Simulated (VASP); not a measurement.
Input of a VASP 6.6.1 run:

Contents of INCAR:

```
SYSTEM = ZnO
AGGAC = 0.0 ; ALDAC = 0.0
ALGO = Normal ; EDIFF = 1E-6
EDIFFG = -0.01 ; ENCUT = 600
GGA = PE ; IBRION = 2
ISIF = 3 ; ISMEAR = -1
LASPH = .True. ; LCHARG = .False.
LREAL = .False. ; LWAVE = .False.
NELM = 100 ; NSW = 60
PREC = Accurate ; SIGMA = 0.05
```

The input KPOINTS:

```
k-points
0
Gamma
  9 9 5
  0 0 0
```

The input POSCAR:

```
ZnO
1.0
    3.2493080000      0.0000000000      0.0000000000
   -1.6246540000      2.8139832727      0.0000000000
    0.0000000000      0.0000000000      5.2057090000
Zn O
2 2
Direct
    0.6666666667      0.3333333333      0.0000000000
    0.3333333333      0.6666666667      0.5000000000
    0.3333333333      0.6666666667      0.8790100000
    0.6666666667      0.3333333333      0.3790100000
```

Potentials or basis: VASP PAW PBE potentials, release 64 (Zn, O).

Command:

```bash
$ cat potpaw_PBE.64/Zn/POTCAR potpaw_PBE.64/O/POTCAR > POTCAR
$ mpirun -np 1 vasp_std > vasp.out
```

Q: Predict the band gap on the k mesh.

A: 0.60 eV, direct.

Q: What does it give for the relaxed cell?

A: a = 3.415 Å, b = 3.415 Å, c = 5.532 Å, α = 90.00°, β = 90.00°, γ = 120.00°.

Step by step:
| step | energy change (eV) | largest force (eV/Å) | pressure (GPa) | volume (Å³) |
| --- | --- | --- | --- | --- |
| 1 | 0.0000 | 0.0818 | 21.39 | 47.60 |
| 2 | -0.4199 | 0.0263 | -5.02 | 59.40 |
| 3 | -0.4781 | 0.0174 | 0.13 | 55.79 |
| 4 | -0.4780 | 0.0182 | -0.14 | 55.96 |
| 5 | -0.4783 | 0.0195 | 0.04 | 55.87 |
| 6 | -0.4784 | 0.0193 | 0.02 | 55.84 |
| 7 | -0.4784 | 0.0205 | 0.22 | 55.77 |
| 8 | -0.4784 | 0.0197 | 0.18 | 55.79 |
| 9 | -0.4785 | 0.0139 | -0.02 | 55.86 |
| 10 | -0.4785 | 0.0114 | 0.01 | 55.88 |
| 11 | -0.4785 | 0.0071 | -0.04 | 55.93 |
| 12 | -0.4785 | 0.0095 | -0.07 | 55.90 |
| 13 | -0.4785 | 0.0105 | -0.06 | 55.89 |
| 14 | -0.4785 | 0.0111 | -0.05 | 55.89 |
| 15 | -0.4786 | 0.0013 | 0.01 | 55.87 |

Caveat: the volume moved by over 15 % at a fixed basis, so the end points are rough; the volume moved by +17 % from the deposited cell, more than functionals usually miss. Zero-point motion and thermal expansion aren't in these numbers.
